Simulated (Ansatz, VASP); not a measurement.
Two plane-wave programs on ZrC

File INCAR:

```
SYSTEM = ZrC
ALGO = Normal ; EDIFF = 1E-7
ENCUT = 520 ; GGA = PE
ISIF = 2 ; ISMEAR = 0
LASPH = .True. ; LCHARG = .False.
LREAL = .False. ; LWAVE = .False.
NBANDS = 15 ; NELM = 60
PREC = Accurate ; SIGMA = 0.1
```

The input KPOINTS:

```
k-points
0
Gamma
  14 14 14
  0 0 0
```

File POSCAR:

```
ZrC
1.0
    0.0000000000      2.3502100000      2.3502100000
    2.3502100000      0.0000000000      2.3502100000
    2.3502100000      2.3502100000      0.0000000000
Zr C
1 1
Direct
    0.5000000000      0.5000000000      0.5000000000
    0.0478680629     -0.0478680629      0.0478680629
```

Input for Ansatz:

```yaml
crystal:
  lattice:
    - [0.0, 2.35021, 2.35021]
    - [2.35021, 0.0, 2.35021]
    - [2.35021, 2.35021, 0.0]
  atoms:
    - { symbol: Zr, position: [0.5, 0.5, 0.5] }
    - { symbol: C, position: [0.0478680629, -0.0478680629, 0.0478680629] }
basis:
  ecutwfc: 420
kpoints:
  mp_grid: { grid: [14, 14, 14] }
hamiltonian:
  xc: pbe
scf:
  occupations: { method: gaussian, width: 0.1 }
output:
  forces: true
  stress: true
  eigenvalues: true
  populations: true
```

Change from the starting cell: one atom moved.

Alike in both runs: task single point; functional PBE; k mesh 14 × 14 × 14; occupations gaussian, width 0.1 eV; no spin polarisation.

|  | VASP | Ansatz |
| --- | --- | --- |
| version | VASP 6.6.1 | Ansatz 0.2.0 |
| potentials or method | VASP PAW PBE potentials, release 64 (Zr_sv, C), cutoff 520 eV | scalar-relativistic, plane waves, PAW |
| valence electrons in the cell | 16 | 16 |

|  | VASP | Ansatz | Ansatz less VASP |
| --- | --- | --- | --- |
| gap on the k mesh at the Fermi level (eV) | none | none | - |
| pressure (GPa) | 5.6 | 5.3 | -0.25 |
| traceless stress, the component that is largest in VASP (GPa) | 9.47 | 9.42 | -0.042 |
| rms of the force components (eV/Å) | 1.067 | 1.063 | -0.0047 |

Atom by atom the forces differ by 0.005 eV/Å (rms over components). A gap of «none» marks a metal or a gap that the smearing closes.
